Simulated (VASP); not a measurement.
**AlN (zincblende type): single point with r2SCAN+D3(BJ)**

Crystal: AlN (zincblende type).

```
Al N
1.0
     0.00000    2.15443    2.15443
     2.15443    0.00000    2.15443
     2.15443    2.15443    0.00000
Al N
1 1
Direct
  0.00000 0.00000 0.00000
  0.25000 0.25000 0.25000
```

```
Program                : VASP 6.6.1
Task                   : single point
Functional             : r2SCAN
Dispersion             : D3(BJ)
Potentials or basis    : VASP PAW PBE potentials, release 64 (Al, N)
Cutoff                 : 520 eV
k mesh                 : 15 × 15 × 15
Occupations            : fermi-dirac, width 0.08 eV
Spin                   : no spin polarisation
Dipole correction      : no
Further INCAR settings : ALGO = Normal; EDIFF = 1e-06; NBANDS = 11
```

The pressure is 7.1 GPa, the band gap on the k mesh is 4.04 eV (least direct gap 5.28 eV) and the dispersion energy per atom is -0.132 eV.

Levels at points of the mesh, in eV from the valence-band top:
| k point | band 1 | band 2 | band 3 | band 4 | band 5 | band 6 | band 7 | band 8 | band 9 |
| --- | --- | --- | --- | --- | --- | --- | --- | --- | --- |
| (0.00, 0.00, 0.00) | -15.98 | 0.00 | 0.00 | 0.00 | 5.28 | 13.95 | 13.95 | 13.95 | 18.88 |

Run time: 39 s on 1 thread of Intel(R) Xeon(R) Platinum 8488C (Sapphire Rapids) (shared host), peak memory 0.16 GiB.

Caveat: three body term missing; the cell stands under pressure; the PAW data sets were made with another functional, which shifts forces and pressure a little; an odd mesh through Γ misses points on the zone boundary, where band edges can lie.
